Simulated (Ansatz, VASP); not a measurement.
## MgS in VASP and in Ansatz

```
Mg S
1.0
     0.00000    2.59084    2.54980
     2.59084    0.00000    2.54980
     2.59084    2.59084    0.00000
Mg S
1 1
Direct
  0.00000 0.00000 0.00000
  0.50000 0.50000 0.50000
```

Change from the starting cell: strained cell.

Alike in both runs: functional LDA; k mesh 6 × 6 × 6; occupations gaussian, width 0.02 eV; no spin polarisation.

Ansatz relaxed the structure, and its values are those at the end. VASP's run is a single point on that final structure, the one shown.

|  | VASP | Ansatz |
| --- | --- | --- |
| version | VASP 6.6.1 | Ansatz 0.2.0 |
| potentials or method | VASP PAW LDA potentials, release 64 (Mg, S), cutoff 600 eV | scalar-relativistic, plane waves, PAW |
| valence electrons in the cell | 8 | 16 |

VASP gave:

* gap on the k mesh at the Fermi level (eV): 2.54
* least direct gap on the mesh (eV): 3.69
* pressure (GPa): -1.7

Problem. Estimate Ansatz's values.

Solution. gap on the k mesh at the Fermi level (eV): 2.54; least direct gap on the mesh (eV): 3.68; pressure (GPa): -1.1.

Ansatz warns that its potentials were made for another functional, while VASP's fit it. LDA's correlation is that of Perdew and Zunger in VASP and of Perdew and Wang (1992) in Ansatz. VASP's potentials hold 8 valence electrons a cell and Ansatz's 16, so a difference there can come from the potentials and not from the codes. Ansatz's warnings: stress scf threshold loose.
